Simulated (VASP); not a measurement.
# Ir (Fm-3m) in VASP: single point with PBE

Aim: the single point of Ir with PBE.

All numbers are computed with VASP 6.6.1; they aren't measurements. Logs are shortened: lines on timing, memory, paths and dates and some standing lists are left out, and cuts for length are marked.

## (1) The cell of the first run

The structure is cubic, space group Fm-3m (No. 225). The conventional cell has a = 3.871 Å, b = 3.871 Å, c = 3.871 Å, α = 90.00°, β = 90.00°, γ = 90.00°. Within 3.6 Å of Ir (site symmetry m-3m) lie 12 Ir at 2.74 Å.

## (2) Single point, PBE

File INCAR:

```
SYSTEM = Ir
PREC = Accurate
ENCUT = 520
EDIFF = 1E-6
ISMEAR = -1
SIGMA = 0.05
LREAL = .False.
LASPH = .True.
NELM = 80
ALGO = Normal
ISIF = 2
LWAVE = .False.
LCHARG = .False.
GGA = PE
NBANDS = 10
```

File KPOINTS:

```
regular mesh
0
Gamma
  18 18 18
  0 0 0
```

File POSCAR:

```
Ir
1.0
    0.0000000000      1.9352504428      1.9352504428
    1.9352504428      0.0000000000      1.9352504428
    1.9352504428      1.9352504428      0.0000000000
Ir
1
Direct
    0.0000000000      0.0000000000      0.0000000000
```

Potentials or basis: VASP PAW PBE potentials, release 64 (Ir).

Started as:

```
cat potpaw_PBE.64/Ir/POTCAR > POTCAR
mpirun -np 1 vasp_std > vasp.out
```

OUTCAR:

```text
SYSTEM = Ir
   PREC = Accurate
   ENCUT = 520
   EDIFF = 1E-6
   ISMEAR = -1
   LREAL = .False.
   LASPH = .True.
   NELM = 80
   ISIF = 2
   GGA = PE

 ion  position               nearest neighbor table
   1  0.000  0.000  0.000-

  LATTYP: Found a face centered cubic cell.
 ALAT       =     3.8705008856

  Lattice vectors:

 A1 = (   0.0000000000,   1.9352504428,   1.9352504428)
 A2 = (   1.9352504428,   0.0000000000,   1.9352504428)
 A3 = (   1.9352504428,   1.9352504428,   0.0000000000)

Analysis of symmetry for initial positions (statically):
=====================================================================
 Subroutine PRICEL returns:
 Original cell was already a primitive cell.

 Routine SETGRP: Setting up the symmetry group for a
 face centered cubic supercell.

 Subroutine GETGRP returns: Found 48 space group operations
 (whereof 48 operations were pure point group operations)
 out of a pool of 48 trial point group operations.

The static configuration has the point symmetry O_h .

Analysis of symmetry for dynamics (positions and initial velocities):
=====================================================================
 Subroutine PRICEL returns:
 Original cell was already a primitive cell.

 Routine SETGRP: Setting up the symmetry group for a
 face centered cubic supercell.

 Subroutine GETGRP returns: Found 48 space group operations
 (whereof 48 operations were pure point group operations)
 out of a pool of 48 trial point group operations.

The dynamic configuration has the point symmetry O_h .

 Subroutine INISYM returns: Found 48 space group operations
 (whereof 48 operations are pure point group operations),
 and found     1 'primitive' translations

----------------------------------------------------------------------------------------

                                     Primitive cell

  volume of cell :      14.4958

  direct lattice vectors                    reciprocal lattice vectors
     0.000000000  1.935250443  1.935250443    -0.258364493  0.258364493  0.258364493
     1.935250443  0.000000000  1.935250443     0.258364493 -0.258364493  0.258364493
     1.935250443  1.935250443  0.000000000     0.258364493  0.258364493 -0.258364493

  length of vectors
     2.736857423  2.736857423  2.736857423     0.447500429  0.447500429  0.447500429

  position of ions in fractional coordinates (direct lattice)
[... 79 lines left out ...]
   EDIFFG = 0.1E-04   stopping-criterion for IOM
   NSW    =      0    number of steps for IOM
   IBRION =     -1    ionic relax: 0-MD 1-quasi-New 2-CG
   NFREE  =      0    steps in history (QN), initial steepest desc. (CG)
   ISIF   =      2    stress and relaxation
   ISYM   =      2    0-nonsym 1-usesym 2-fastsym
   POTIM  = 0.5000    time-step for ionic-motion
   TEBEG  =    0.0;   TEEND  =   0.0 temperature during run
   PSTRESS=    0.0 pullay stress
   NELECT =       9.0000    total number of electrons
   NUPDOWN=      -1.0000    fix difference up-down
   EMIN   =  10.00;   EMAX   =-10.00  energy-range for DOS
   EFERMI =   0.00;   METHOD = LEGACY
   ISMEAR =    -1;   SIGMA  =   0.05  broadening in eV -4-tet -1-fermi 0-gaus
   EFERMI_NEDOS =   21; number of points for ismear=-14 and -15
   IALGO  =     38    algorithm
   IMIX   =      4    mixing-type and parameters
     AMIX     =   0.40;   BMIX     =  1.00
     AMIX_MAG =   1.60;   BMIX_MAG =  1.00
  volume/ion in A,a.u.               =      14.50        97.82
  Fermi-wavevector in a.u.,A,eV,Ry     =   1.396610  2.639210 26.538430  1.950520
  Thomas-Fermi vector in A             =   2.519947
   LORBIT       =      0    0 simple, 1 ext, 2 COOP (PROOUT), +10 PAW based schemes
   GGA     = PE    functional components
   LHFCALC =     F    Hartree Fock is set to
   AEXX    =    0.0000 exact exchange contribution
   IVDW    =     0    specifies the selected vdW correction
   LEPSILON=     F    determine dielectric tensor
   LRPA    =     F    only Hartree local field effects (RPA)
 non-spin polarized calculation
  energy-cutoff  :      520.00
  volume of cell :       14.50
 maximum number of plane-waves:       397
   NGX = 11   NGY = 11   NGZ = 11

 number of electron       9.0000000 magnetization

 Free energy of the ion-electron system (eV)
  ---------------------------------------------------
  ext. energy  EPLUGINS =         0.00000000
  ---------------------------------------------------
  free energy    TOTEN  =        -8.85544734 eV

  energy without entropy =       -8.84690445  energy(sigma->0) =       -8.85117590

 E-fermi :  10.0148     XC(G=0): -13.8434

 val. band max:       10.0002788022   @ k =  -0.3333   0.3333   0.0000
 cond. band min:      10.0164924238   @ k =   0.5000   0.2222   0.1111
 fundamental gap:      0.0162136216
 Fermi energy:        10.0148119719

 k-point     1 :       0.0000    0.0000    0.0000
  band No.  band energies     occupation
      1      -0.8704      2.00000
      2       6.2448      2.00000
      3       6.2448      2.00000
      4       6.2448      2.00000
      5       8.8310      2.00000
      6       8.8310      2.00000
      7      24.3596      0.00000
      8      29.8014      0.00000
      9      29.8014      0.00000
     10      29.8014      0.00000
[... 287 lines left out ...]
 k-point    24 :      -0.2222    0.0556    0.0000
  band No.  band energies     occupation
      1       1.3019      2.00000
      2       5.6000      2.00000
      3       6.6862      2.00000
      4       6.7753      2.00000
      5       8.5600      2.00000
      6       9.3844      1.99999
      7      24.0437      0.00000
      8      26.8177      0.00000
      9      31.7763      0.00000
     10      33.0142      0.00000

 [... further k-points ...]

------------------------ aborting loop because EDIFF is reached ----------------------------------------

  FORCE on cell =-STRESS in cart. coord.  units (eV):
  Direction    XX          YY          ZZ          XY          YZ          ZX
  --------------------------------------------------------------------------------------
  -------------------------------------------------------------------------------------
  Total        0.0502058      0.0502058      0.0502058      0.0000000     -0.0000000      0.0000000
  in kB        5.5491087      5.5491087      5.5491087      0.0000000     -0.0000000      0.0000000
  external PRESSURE =       5.5491087 kB  Pullay stress =       0.0000000 kB

 VOLUME and BASIS-vectors are now :
 -----------------------------------------------------------------------------
  energy-cutoff  :      520.00
  volume of cell :       14.50
      direct lattice vectors                 reciprocal lattice vectors
     0.000000000  1.935250443  1.935250443    -0.258364493  0.258364493  0.258364493
     1.935250443  0.000000000  1.935250443     0.258364493 -0.258364493  0.258364493
     1.935250443  1.935250443  0.000000000     0.258364493  0.258364493 -0.258364493

 POSITION                                       TOTAL-FORCE (eV/Angst)
 -----------------------------------------------------------------------------------
      0.00000      0.00000      0.00000        -0.000000     -0.000000     -0.000000
 -----------------------------------------------------------------------------------
    total drift:                                0.000000      0.000000      0.000000

  FREE ENERGIE OF THE ION-ELECTRON SYSTEM (eV)
  ---------------------------------------------------
  free  energy   TOTEN  =        -8.8554473369 eV

  energy  without entropy=       -8.8469044547  energy(sigma->0) =       -8.85117590
```

stdout:

```text
POSCAR found type information on POSCAR Ir
 POSCAR found :  1 types and       1 ions
 scaLAPACK will be used
 LDA part: xc-table for (Slater+PW92), standard interpolation
 POSCAR, INCAR and KPOINTS ok, starting setup
 FFT: planning ... GRIDC
 FFT: planning ... GRID_SOFT
 FFT: planning ... GRID
 WAVECAR not read
 entering main loop
```

Run time: 34 s. Hardware: 1 thread of Intel Xeon 8259CL, shared host; peak memory 0.15 GiB.

Results:

| Item | Value |
| --- | --- |
| Free energy | -8.8554 eV |
| Pressure | 0.6 GPa |
| Band gap on the k mesh | zero (an odd number of electrons rules out a gap without spin polarisation) |

Levels at points of the mesh, in eV from the Fermi level:
| k point | band 1 | band 2 | band 3 | band 4 | band 5 | band 6 | band 7 | band 8 | band 9 |
| --- | --- | --- | --- | --- | --- | --- | --- | --- | --- |
| (0.00, 0.00, 0.00) | -10.89 | -3.77 | -3.77 | -3.77 | -1.18 | -1.18 | 14.34 | 19.79 | 19.79 |
| (0.50, 0.00, 0.00) | -7.87 | -3.87 | -3.87 | -0.72 | 0.83 | 0.83 | 6.99 | 13.88 | 19.55 |
| (0.50, 0.50, 0.00) | -7.66 | -7.10 | 0.80 | 1.38 | 1.38 | 1.68 | 10.15 | 11.57 | 11.57 |

Caveat: spin-orbit coupling is left out, which moves the levels of the heavy elements.
